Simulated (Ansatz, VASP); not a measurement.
# In5P3 in VASP and in Ansatz

Contents of INCAR:

```
PREC     = Accurate       # precision mode
ENCUT    = 520            # plane-wave cutoff, eV
EDIFF    = 1E-6           # SCF threshold, eV
ISMEAR   = 0              # smearing method
SIGMA    = 0.1            # smearing width, eV
LREAL    = False          # projectors in reciprocal space
LASPH    = True           # aspherical terms in the spheres
NELM     = 80             # most SCF steps
ALGO     = Normal         # electronic algorithm
ISIF     = 2              # what is computed and relaxed
LWAVE    = False          # write WAVECAR
LCHARG   = True           # write CHGCAR
GGA      = PE             # functional
LELF     = True           # ELF
LVHAR    = True         
NBANDS   = 50             # bands
```

KPOINTS

```
regular mesh
0
Gamma
  4 4 4
```

The input POSCAR:

```
In5P3
1.0
    5.6381094000      0.0000000000      0.0000000000
    0.0000000000      5.6381094000      0.0000000000
    0.0000000000      0.0000000000      5.6381094000
In P
5 3
Direct
    0.0000000000      0.0000000000      0.0000000000
    0.5000000000      0.5000000000      0.5000000000
    0.0000000000      0.5000000000      0.5000000000
    0.5000000000      0.0000000000      0.5000000000
    0.5000000000      0.5000000000      0.0000000000
    0.5000000000      0.0000000000      0.0000000000
    0.0000000000      0.5000000000      0.0000000000
    0.0000000000      0.0000000000      0.5000000000
```

Input for Ansatz:

```yaml
crystal:
  lattice:
    - [5.6381094, 0.0, 0.0]
    - [0.0, 5.6381094, 0.0]
    - [0.0, 0.0, 5.6381094]
  atoms:
    - { symbol: In, position: [0.0, 0.0, 0.0] }
    - { symbol: In, position: [0.5, 0.5, 0.5] }
    - { symbol: In, position: [0.0, 0.5, 0.5] }
    - { symbol: In, position: [0.5, 0.0, 0.5] }
    - { symbol: In, position: [0.5, 0.5, 0.0] }
    - { symbol: P, position: [0.5, 0.0, 0.0] }
    - { symbol: P, position: [0.0, 0.5, 0.0] }
    - { symbol: P, position: [0.0, 0.0, 0.5] }
basis:
  ecutwfc: 420
kpoints:
  mp_grid: { grid: [4, 4, 4] }
hamiltonian:
  xc: pbe
scf:
  occupations: { method: gaussian, width: 0.1 }
  lower_state_search: "off"
output:
  forces: true
  stress: true
  eigenvalues: true
```

Alike in both runs: task single point; functional PBE; k mesh 4 × 4 × 4; occupations gaussian, width 0.1 eV; no spin polarisation.

```csv
,VASP,Ansatz
version,VASP 6.6.1,Ansatz 0.2.0
potentials or method,"VASP PAW PBE potentials, release 64 (In_d, P), cutoff 520 eV","scalar-relativistic, plane waves, PAW"
valence electrons in the cell,80,80
```

|  | VASP | Ansatz | Ansatz less VASP |
| --- | --- | --- | --- |
| gap on the k mesh at the Fermi level (eV) | none | none | - |
| pressure (GPa) | 3.0 | 3.0 | +0.02 |

A gap of «none» marks a metal or a gap that the smearing closes.
